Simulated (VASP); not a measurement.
# SiPb (Pm-3m) in VASP: notebook

The runs below take SiPb through single point, with PBEsol.

Everything below comes from runs of VASP 6.6.1. Logs are shortened: lines on timing, memory, paths and dates and some standing lists are left out, and cuts for length are marked.

## Step 1: The cell of the first run

It takes space group Pm-3m (No. 221, cubic). The conventional cell has a = 3.774 Å, b = 3.774 Å, c = 3.774 Å, α = 90.00°, β = 90.00°, γ = 90.00°. Pb (site symmetry m-3m) has 8 Si at 3.27 Å and 6 Pb at 3.77 Å within 4.3 Å. Si (site symmetry m-3m) has 8 Pb at 3.27 Å and 6 Si at 3.77 Å within 4.3 Å.

## Step 2: Single point, PBEsol

The input, INCAR:

```
PREC     = Accurate       # precision mode
ENCUT    = 500            # plane-wave cutoff, eV
EDIFF    = 1E-6           # SCF threshold, eV
ISMEAR   = 0              # smearing method
SIGMA    = 0.05           # smearing width, eV
LREAL    = F              # projectors in reciprocal space
LASPH    = T              # aspherical terms in the spheres
NELM     = 120            # most SCF steps
ALGO     = Normal         # electronic algorithm
ISIF     = 2              # what is computed and relaxed
LWAVE    = F              # write WAVECAR
LCHARG   = F              # write CHGCAR
GGA      = PS             # functional
NBANDS   = 16             # bands
GGA_COMPAT= F
```

The input, KPOINTS:

```
regular mesh
0
Gamma
  4 4 4
```

The input, POSCAR:

```
SiPb
1.0
    3.7735837311      0.0000000000      0.0000000000
    0.0000000000      3.7735837311      0.0000000000
    0.0000000000      0.0000000000      3.7735837311
Pb Si
1 1
Direct
    0.0000000000      0.0000000000      0.0000000000
    0.5000000000      0.5000000000      0.5000000000
```

Potentials or basis: VASP PAW PBE potentials, release 64 (Pb_d, Si).

Run with:

```console
$ cat potpaw_PBE.64/Pb_d/POTCAR potpaw_PBE.64/Si/POTCAR > POTCAR
$ mpirun -np 1 vasp_std > vasp.out
```

OUTCAR:

```text
PREC = Accurate
   ENCUT = 500
   EDIFF = 1E-6
   ISMEAR = 0
   LREAL = F
   LASPH = T
   NELM = 120
   ISIF = 2
   GGA = PS

 ion  position               nearest neighbor table
   1  0.000  0.000  0.000-   2 3.27   2 3.27   2 3.27   2 3.27   2 3.27   2 3.27   2 3.27   2 3.27

   2  0.500  0.500  0.500-   1 3.27   1 3.27   1 3.27   1 3.27   1 3.27   1 3.27   1 3.27   1 3.27

  LATTYP: Found a simple cubic cell.
 ALAT       =     3.7735837311

  Lattice vectors:

 A1 = (   3.7735837311,   0.0000000000,   0.0000000000)
 A2 = (   0.0000000000,   3.7735837311,   0.0000000000)
 A3 = (   0.0000000000,   0.0000000000,   3.7735837311)

Analysis of symmetry for initial positions (statically):
=====================================================================
 Subroutine PRICEL returns:
 Original cell was already a primitive cell.

 Routine SETGRP: Setting up the symmetry group for a
 simple cubic supercell.

 Subroutine GETGRP returns: Found 48 space group operations
 (whereof 48 operations were pure point group operations)
 out of a pool of 48 trial point group operations.

The static configuration has the point symmetry O_h .

Analysis of symmetry for dynamics (positions and initial velocities):
=====================================================================
 Subroutine PRICEL returns:
 Original cell was already a primitive cell.

 Routine SETGRP: Setting up the symmetry group for a
 simple cubic supercell.

 Subroutine GETGRP returns: Found 48 space group operations
 (whereof 48 operations were pure point group operations)
 out of a pool of 48 trial point group operations.

The dynamic configuration has the point symmetry O_h .

 Subroutine INISYM returns: Found 48 space group operations
 (whereof 48 operations are pure point group operations),
 and found     1 'primitive' translations

----------------------------------------------------------------------------------------

                                     Primitive cell

  volume of cell :      53.7356

  direct lattice vectors                    reciprocal lattice vectors
     3.773583731  0.000000000  0.000000000     0.265000082  0.000000000  0.000000000
     0.000000000  3.773583731  0.000000000     0.000000000  0.265000082  0.000000000
     0.000000000  0.000000000  3.773583731     0.000000000  0.000000000  0.265000082

  length of vectors
     3.773583731  3.773583731  3.773583731     0.265000082  0.265000082  0.265000082

  position of ions in fractional coordinates (direct lattice)
     0.000000000  0.000000000  0.000000000
     0.500000000  0.500000000  0.500000000

  ion indices of the primitive-cell ions
   primitive index   ion index
                 1           1
                 2           2

----------------------------------------------------------------------------------------

 KPOINTS: regular mesh

Automatic generation of k-mesh.
 Grid dimensions read from file:
 generate k-points for:    4    4    4

 Generating k-lattice:

  Cartesian coordinates                     Fractional coordinates (reciprocal lattice)
     0.066250021  0.000000000  0.000000000     0.250000000  0.000000000  0.000000000
     0.000000000  0.066250021  0.000000000     0.000000000  0.250000000  0.000000000
     0.000000000  0.000000000  0.066250021     0.000000000  0.000000000  0.250000000

  Length of vectors
     0.066250021  0.066250021  0.066250021

  Shift w.r.t. Gamma in fractional coordinates (k-lattice)
     0.000000000  0.000000000  0.000000000

 Subroutine IBZKPT returns following result:
 ===========================================

 Found     10 irreducible k-points:

 Following reciprocal coordinates:
            Coordinates               Weight
  0.000000  0.000000  0.000000      1.000000
  0.250000  0.000000  0.000000      6.000000
  0.500000  0.000000  0.000000      3.000000
  0.250000  0.250000  0.000000     12.000000
  0.500000  0.250000  0.000000     12.000000
  0.500000  0.500000  0.000000      3.000000
  0.250000  0.250000  0.250000      8.000000
  0.500000  0.250000  0.250000     12.000000
  0.500000  0.500000  0.250000      6.000000
  0.500000  0.500000  0.500000      1.000000
   k-points           NKPTS =     10   k-points in BZ     NKDIM =     10   number of bands    NBANDS=     16
   number of dos      NEDOS =    301   number of ions     NIONS =      2
   total plane-waves  NPLWV =  21952
   dimension x,y,z NGX =    28 NGY =   28 NGZ =   28
   dimension x,y,z NGXF=    56 NGYF=   56 NGZF=   56
   ions per type =               1   1
   NGX,Y,Z   is equivalent  to a cutoff of  12.34, 12.34, 12.34 a.u.
   NGXF,Y,Z  is equivalent  to a cutoff of  24.67, 24.67, 24.67 a.u.
 SYSTEM =  unknown system
   PREC   = accura    normal or accurate (medium, high low for compatibility)
   ISTART =      0    job   : 0-new  1-cont  2-samecut
   ICHARG =      2    charge: 1-file 2-atom 10-const
   ISPIN  =      1    spin polarized calculation?
   LNONCOLLINEAR =      F non collinear calculations
   LSORBIT =      F    spin-orbit coupling
   LASPH  =      T    aspherical Exc in radial PAW
   ENCUT  =  500.0 eV  36.75 Ry    6.06 a.u.   6.88  6.88  6.88*2*pi/ulx,y,z
   NELM   =    120;   NELMIN=  2; NELMDL= -5     # of ELM steps
   EDIFF  = 0.1E-05   stopping-criterion for ELM
   LREAL  =      F    real-space projection
   EDIFFG = 0.1E-04   stopping-criterion for IOM
   NSW    =      0    number of steps for IOM
   IBRION =     -1    ionic relax: 0-MD 1-quasi-New 2-CG
   NFREE  =      0    steps in history (QN), initial steepest desc. (CG)
   ISIF   =      2    stress and relaxation
   ISYM   =      2    0-nonsym 1-usesym 2-fastsym
   POTIM  = 0.5000    time-step for ionic-motion
   TEBEG  =    0.0;   TEEND  =   0.0 temperature during run
   PSTRESS=    0.0 pullay stress
   NELECT =      18.0000    total number of electrons
   NUPDOWN=      -1.0000    fix difference up-down
   EMIN   =  10.00;   EMAX   =-10.00  energy-range for DOS
   EFERMI =   0.00;   METHOD = LEGACY
   ISMEAR =     0;   SIGMA  =   0.05  broadening in eV -4-tet -1-fermi 0-gaus
   EFERMI_NEDOS =   21; number of points for ismear=-14 and -15
   IALGO  =     38    algorithm
   IMIX   =      4    mixing-type and parameters
     AMIX     =   0.40;   BMIX     =  1.00
     AMIX_MAG =   1.60;   BMIX_MAG =  1.00
  volume/ion in A,a.u.               =      26.87       181.31
  Fermi-wavevector in a.u.,A,eV,Ry     =   1.136960  2.148542 17.587938  1.292677
  Thomas-Fermi vector in A             =   2.273665
   LORBIT       =      0    0 simple, 1 ext, 2 COOP (PROOUT), +10 PAW based schemes
   GGA     = PS    functional components
   LHFCALC =     F    Hartree Fock is set to
   AEXX    =    0.0000 exact exchange contribution
   IVDW    =     0    specifies the selected vdW correction
   LEPSILON=     F    determine dielectric tensor
   LRPA    =     F    only Hartree local field effects (RPA)
 non-spin polarized calculation
 Gauss-broadening in eV      SIGMA  =   0.05
  energy-cutoff  :      500.00
  volume of cell :       53.74
 maximum number of plane-waves:      1406
 NGX is ok and might be reduce to    28
   NGX = 13   NGY = 13   NGZ = 13

 number of electron      18.0000011 magnetization

 Free energy of the ion-electron system (eV)
  ---------------------------------------------------
  ext. energy  EPLUGINS =         0.00000000
  ---------------------------------------------------
  free energy    TOTEN  =        -8.46329175 eV

  energy without entropy =       -8.45422844  energy(sigma->0) =       -8.45876010

 E-fermi :   6.2906     XC(G=0):  -9.9413

 val. band max:        5.8793241596   @ k =   0.5000   0.2500   0.2500
 cond. band min:       6.3009516634   @ k =   0.5000   0.2500   0.2500
 fundamental gap:      0.4216275038
 Fermi energy:         6.2905936992

 k-point     1 :       0.0000    0.0000    0.0000
  band No.  band energies     occupation
      1     -10.8847      2.00000
      2     -10.8847      2.00000
      3     -10.7454      2.00000
      4     -10.7454      2.00000
      5     -10.7454      2.00000
      6      -5.2362      2.00000
[... 8 lines left out ...]
     15      13.2637      0.00000
     16      17.4133      0.00000

 k-point     2 :       0.2500    0.0000    0.0000
  band No.  band energies     occupation
      1     -10.8806      2.00000
      2     -10.8223      2.00000
      3     -10.7681      2.00000
      4     -10.7681      2.00000
      5     -10.7431      2.00000
      6      -4.5916      2.00000
[... 8 lines left out ...]
     15      13.6387      0.00000
     16      15.7308      0.00000

 k-point     3 :       0.5000    0.0000    0.0000
  band No.  band energies     occupation
      1     -10.8765      2.00000
      2     -10.7907      2.00000
      3     -10.7907      2.00000
      4     -10.7605      2.00000
      5     -10.7409      2.00000
      6      -3.1405      2.00000
[... 8 lines left out ...]
     15      13.8303      0.00000
     16      17.5273      0.00000

 k-point     4 :       0.2500    0.2500    0.0000
  band No.  band energies     occupation
      1     -10.8491      2.00000
      2     -10.7978      2.00000
      3     -10.7855      2.00000
      4     -10.7660      2.00000
      5     -10.7643      2.00000
      6      -3.9578      2.00000
[... 8 lines left out ...]
     15      14.6225      0.00000
     16      15.0409      0.00000

 k-point     5 :       0.5000    0.2500    0.0000
  band No.  band energies     occupation
      1     -10.8381      2.00000
      2     -10.8271      2.00000
      3     -10.7871      2.00000
      4     -10.7622      2.00000
      5     -10.7284      2.00000
      6      -2.5990      2.00000
[... 8 lines left out ...]
     15      15.3345      0.00000
     16      15.8705      0.00000

 k-point     6 :       0.5000    0.5000    0.0000
  band No.  band energies     occupation
      1     -10.8627      2.00000
      2     -10.8165      2.00000
      3     -10.7834      2.00000
      4     -10.7834      2.00000
      5     -10.6796      2.00000
      6      -1.7258      2.00000
[... 8 lines left out ...]
     15      13.9389      0.00000
     16      14.0637      0.00000

 k-point     7 :       0.2500    0.2500    0.2500
  band No.  band energies     occupation
      1     -10.7972      2.00000
      2     -10.7921      2.00000
      3     -10.7921      2.00000
      4     -10.7814      2.00000
      5     -10.7814      2.00000
      6      -3.3402      2.00000
[... 8 lines left out ...]
     15      14.6891      0.00000
     16      15.1910      0.00000

 k-point     8 :       0.5000    0.2500    0.2500
  band No.  band energies     occupation
      1     -10.8238      2.00000
      2     -10.8172      2.00000
      3     -10.7883      2.00000
      4     -10.7796      2.00000
      5     -10.7161      2.00000
      6      -2.0743      2.00000
[... 8 lines left out ...]
     15      15.4206      0.00000
     16      15.5441      0.00000

 k-point     9 :       0.5000    0.5000    0.2500
  band No.  band energies     occupation
      1     -10.8534      2.00000
      2     -10.8139      2.00000
      3     -10.8139      2.00000
      4     -10.7469      2.00000
      5     -10.6782      2.00000
      6      -1.2578      2.00000
[... 8 lines left out ...]
     15      17.8161      0.00000
     16      17.8161      0.00000

 k-point    10 :       0.5000    0.5000    0.5000
  band No.  band energies     occupation
      1     -10.8440      2.00000
      2     -10.8440      2.00000
      3     -10.8440      2.00000
      4     -10.6769      2.00000
      5     -10.6769      2.00000
      6      -0.5822      2.00000
[... 8 lines left out ...]
     15      21.2136      0.00000
     16      21.5851      0.00000

------------------------ aborting loop because EDIFF is reached ----------------------------------------

  FORCE on cell =-STRESS in cart. coord.  units (eV):
  Direction    XX          YY          ZZ          XY          YZ          ZX
  --------------------------------------------------------------------------------------
  -------------------------------------------------------------------------------------
  Total       -2.4665443     -2.4665443     -2.4665443      0.0000000     -0.0000000      0.0000000
  in kB      -73.5423555    -73.5423555    -73.5423555      0.0000000     -0.0000000      0.0000000
  external PRESSURE =     -73.5423555 kB  Pullay stress =       0.0000000 kB

 VOLUME and BASIS-vectors are now :
 -----------------------------------------------------------------------------
  energy-cutoff  :      500.00
  volume of cell :       53.74
      direct lattice vectors                 reciprocal lattice vectors
     3.773583731  0.000000000  0.000000000     0.265000082  0.000000000  0.000000000
     0.000000000  3.773583731  0.000000000     0.000000000  0.265000082  0.000000000
     0.000000000  0.000000000  3.773583731     0.000000000  0.000000000  0.265000082

 POSITION                                       TOTAL-FORCE (eV/Angst)
 -----------------------------------------------------------------------------------
      0.00000      0.00000      0.00000         0.000000      0.000000      0.000000
      1.88679      1.88679      1.88679         0.000000      0.000000      0.000000
 -----------------------------------------------------------------------------------
    total drift:                               -0.000000      0.000000     -0.000000

  FREE ENERGIE OF THE ION-ELECTRON SYSTEM (eV)
  ---------------------------------------------------
  free  energy   TOTEN  =        -8.4632917541 eV

  energy  without entropy=       -8.4542284377  energy(sigma->0) =       -8.45876010
```

Run time: 4.1 s. Hardware: 1 thread of Intel Xeon 6975P-C (Granite Rapids), shared host; peak memory 0.15 GiB.

Results:

```
Free energy            : -8.4633 eV
Pressure               : -7.4 GPa
Band gap on the k mesh : zero (band 9 reaches 7.74 eV, above the bottom of band 10 at 4.82 eV)
```

Levels at points of the mesh, in eV from the Fermi level:
| k point | band 6 | band 7 | band 8 | band 9 | band 10 | band 11 | band 12 | band 13 |
| --- | --- | --- | --- | --- | --- | --- | --- | --- |
| (0.00, 0.00, 0.00) | -11.53 | -4.06 | -0.63 | -0.63 | -0.63 | 3.83 | 3.83 | 6.97 |
| (0.50, 0.00, 0.00) | -9.43 | -8.27 | 0.95 | 1.45 | 1.57 | 1.57 | 2.59 | 2.59 |
| (0.50, 0.50, 0.00) | -8.02 | -6.53 | -4.28 | -4.28 | 2.06 | 4.43 | 4.96 | 4.96 |
| (0.50, 0.50, 0.50) | -6.87 | -5.73 | -1.47 | -1.47 | -1.47 | -1.42 | -1.42 | -1.42 |

Caveat: the k points lie up to 0.42 Å⁻¹ apart; the PAW data sets were made with another functional, which shifts forces and pressure a little; spin-orbit coupling is left out, which moves the levels of the heavy elements.

[end of part 1 of 2]
